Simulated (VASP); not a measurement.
A run of VASP 6.6.1 is set up as follows.

POSCAR

```
CdS
1.0
    4.2611700000      0.0000000000      0.0000000000
   -2.1305850000      3.6902814698      0.0000000000
    0.0000000000      0.0000000000      5.8041730000
Cd S
1 1
Direct
    0.0000000000      0.0000000000      0.4426920000
    0.6666670000      0.3333330000      0.4343080000
```

Contents of INCAR.step1:

```
PREC     = Accurate       # precision mode
ENCUT    = 520            # plane-wave cutoff, eV
ISMEAR   = -1             # smearing method
SIGMA    = 0.01           # smearing width, eV
LREAL    = F              # projectors in reciprocal space
LASPH    = T              # aspherical terms in the spheres
NELM     = 100            # most SCF steps
NBANDS   = 16             # bands
GGA      = PE             # functional
ALGO     = Normal         # electronic algorithm
EDIFF    = 1E-4           # SCF threshold, eV
LWAVE    = T              # write WAVECAR
LCHARG   = F              # write CHGCAR
```

INCAR.step2

```
PREC     = Accurate       # precision mode
ENCUT    = 520            # plane-wave cutoff, eV
EDIFF    = 1E-7           # SCF threshold, eV
ISMEAR   = -1             # smearing method
SIGMA    = 0.01           # smearing width, eV
LREAL    = F              # projectors in reciprocal space
LASPH    = T              # aspherical terms in the spheres
NELM     = 100            # most SCF steps
ALGO     = Normal         # electronic algorithm
ISIF     = 2              # what is computed and relaxed
LWAVE    = F              # write WAVECAR
LCHARG   = T              # write CHGCAR
METAGGA  = R2SCAN         # meta-GGA
LMIXTAU  = T            
LELF     = T              # ELF
LVHAR    = T            
NBANDS   = 16             # bands
ISTART   = 1
```

KPOINTS

```
Automatic mesh
0
Gamma
  1 1 1
```

Potentials or basis: VASP PAW PBE potentials, release 64 (Cd, S).

Run with:

```console
$ cat potpaw_PBE.64/Cd/POTCAR potpaw_PBE.64/S/POTCAR > POTCAR
$ cp INCAR.step1 INCAR
$ mpirun -np 1 vasp_gam > vasp.out
$ cp INCAR.step2 INCAR
$ mpirun -np 1 vasp_gam > vasp.out
```

Q: Predict the pressure.

A: 8.1 GPa.

Q: What does it give for the band gap on the k mesh?

A: 1.50 eV.

Stress tensor (GPa, compression positive):
```
10.83  0.00  0.00
 0.00 10.83  0.00
 0.00  0.00  2.74
```

Caveat: the k points lie up to 1.70 Å⁻¹ apart; the PAW data sets were made with another functional, which shifts forces and pressure a little. r2SCAN opens gaps a little over a GGA but as a rule still falls short of measured ones.
